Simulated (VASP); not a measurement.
Runs of VASP 6.6.1 on Ge. The structure is that of space group P6_3/mmc (No. 194), or close to it. The cells are those of the table. This isn't the form of Ge at room conditions, which is diamond.

| cell | k mesh | gap on the mesh (eV) | pressure (GPa) |
| --- | --- | --- | --- |
| a = 3.161, b = 3.161, c = 10.365 Å, angles 90.0, 90.0, 120.0°, 4 atoms | 13 × 13 × 4 | none | -5.3 |
| a = 3.044, b = 3.044, c = 9.980 Å, angles 90.0, 90.0, 120.0°, 4 atoms | 16 × 16 × 5 | none | 0.2 |
| a = 3.123, b = 3.123, c = 10.240 Å, angles 90.0, 90.0, 120.0°, 4 atoms | 13 × 13 × 4 | none | -4.0 |
| a = 3.084, b = 3.084, c = 10.112 Å, angles 90.0, 90.0, 120.0°, 4 atoms | 13 × 13 × 4 | none | (a) |

Alike in all rows: task single point; level RPBE; potentials or basis VASP PAW PBE potentials, release 64 (Ge_d); no spin polarisation; cutoff (eV) 520; smearing fermi-dirac 0.1 eV.

Task: Estimate the missing entries.

Result: (a) -2.2.

Caveats: the PAW data sets were made with another functional, which shifts forces and pressure a little; the cell stands under tension (at least some runs).

A k mesh can miss the band edges, and the runs leave out spin-orbit coupling on Ge.

A gap of «none» marks levels without a gap at the run's occupations.
